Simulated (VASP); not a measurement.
Ti, 2 atoms in the cell. It takes space group P6_3/mmc (No. 194, hexagonal). Conventional cell: a = 3.012 Å, b = 3.012 Å, c = 4.767 Å, α = 90.00°, β = 90.00°, γ = 120.00°. Within 3.9 Å of Ti (site symmetry -6m2) lie 12 Ti at 2.95 to 3.01 Å. 

```yaml
Program: VASP 6.6.1
Task: single point
Functional: PBE
Potentials_or_basis: VASP PAW PBE potentials, release 64 (Ti_sv)
Cutoff: 520 eV
k_mesh: 18 × 18 × 10
Occupations: gaussian, width 0.15 eV
Spin: no spin polarisation
Dipole_correction: no
Further_INCAR_settings: ALGO = Fast; EDIFF = 1e-07; NBANDS = 19
```

Potentials or basis: VASP PAW PBE potentials, release 64 (Ti_sv).

Launch:

```bash
$ cat potpaw_PBE.64/Ti_sv/POTCAR > POTCAR
$ mpirun -np 1 vasp_std > vasp.out
```

Hardware: 1 thread of Intel(R) Xeon(R) Platinum 8259CL CPU @ 2.50GHz (Skylake/Cascade Lake) (shared host).

How long does it take, and how much memory?

It took 10 min on 1 thread of Intel(R) Xeon(R) Platinum 8259CL CPU @ 2.50GHz (Skylake/Cascade Lake), with other jobs on the host, peak memory 0.25 GiB. Counts: scf iterations 45, k points 222.
